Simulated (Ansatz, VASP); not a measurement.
# One calculation of Be8H, two programs

```
Be H
1.0
     4.99339    0.00000    0.00000
     0.00000    3.53855    0.00000
     0.00000    0.00000    3.53869
Be H
8 1
Direct
  0.37500 0.75000 0.74999
  0.87500 0.75000 0.74999
  0.12500 0.25000 0.74999
  0.62500 0.25000 0.74999
  0.12500 0.75000 0.25001
  0.62500 0.75000 0.25001
  0.37500 0.25000 0.25001
  0.87500 0.25000 0.25001
  0.25000 0.00000 0.00000
```

Alike in both runs: task relaxation of cell and atoms; functional PBE; k mesh 4 × 6 × 6; occupations gaussian, width 0.1 eV; no spin polarisation.

```csv
,VASP,Ansatz
version,VASP 6.6.1,Ansatz 0.2.0
potentials or method,"VASP PAW PBE potentials, release 64 (Be, H), cutoff 600 eV","scalar-relativistic, plane waves, PAW"
valence electrons in the cell,17,17
```

Ansatz gave:

```
gap on the k mesh at the Fermi level, each at its own relaxed structure (eV) : none
relaxed volume (Å³/atom)                                                     : 7.68
relaxed cell length with the largest relative difference (Å)                 : 6.543
```

**Question.** Which values does VASP return?

**Answer.** gap on the k mesh at the Fermi level, each at its own relaxed structure (eV): none; relaxed volume (Å³/atom): 7.68; relaxed cell length with the largest relative difference (Å): 6.535.

A gap of «none» marks a metal or a gap that the smearing closes. Ansatz's warnings: near symmetry operations not taken, structure snapped to symmetry.
